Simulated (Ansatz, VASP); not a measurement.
Ru in VASP and in Ansatz

```xyz
6
Lattice="2.7200 0.0000 0.0000 -1.3600 2.3556 0.0000 0.0000 0.0000 25.7419" Properties=species:S:1:pos:R:3 pbc="T T T"
Ru    1.3600    0.7852    7.5758
Ru    0.0000    1.5704    9.6372
Ru    1.3600    0.7852   11.7808
Ru    0.0000    1.5704   13.9611
Ru    1.3600    0.7852   16.1048
Ru    0.0000    1.5704   18.1662
```

Alike in both runs: functional PBE; k mesh 15 × 15 × 1; occupations gaussian, width 0.1 eV; no spin polarisation.

Ansatz relaxed the structure, and its values are those at the end. VASP's run is a single point on that final structure, the one shown.

|  | VASP | Ansatz |
| --- | --- | --- |
| version | VASP 6.6.1 | Ansatz 0.2.0 |
| potentials or method | VASP PAW PBE potentials, release 64 (Ru_pv), cutoff 520 eV | scalar-relativistic, plane waves, PAW |
| valence electrons in the cell | 84 | 96 |

|  | VASP | Ansatz | Ansatz less VASP |
| --- | --- | --- | --- |
| gap on the k mesh at the Fermi level (eV) | none | none | - |
| rms of the force components (eV/Å) | 0.006 | 0.002 | -0.0035 |

A gap of «none» marks a metal or a gap that the smearing closes. VASP's potentials hold 84 valence electrons a cell and Ansatz's 96, so a difference there can come from the potentials and not from the codes. Ansatz's warnings: xc potential rough in thin density.
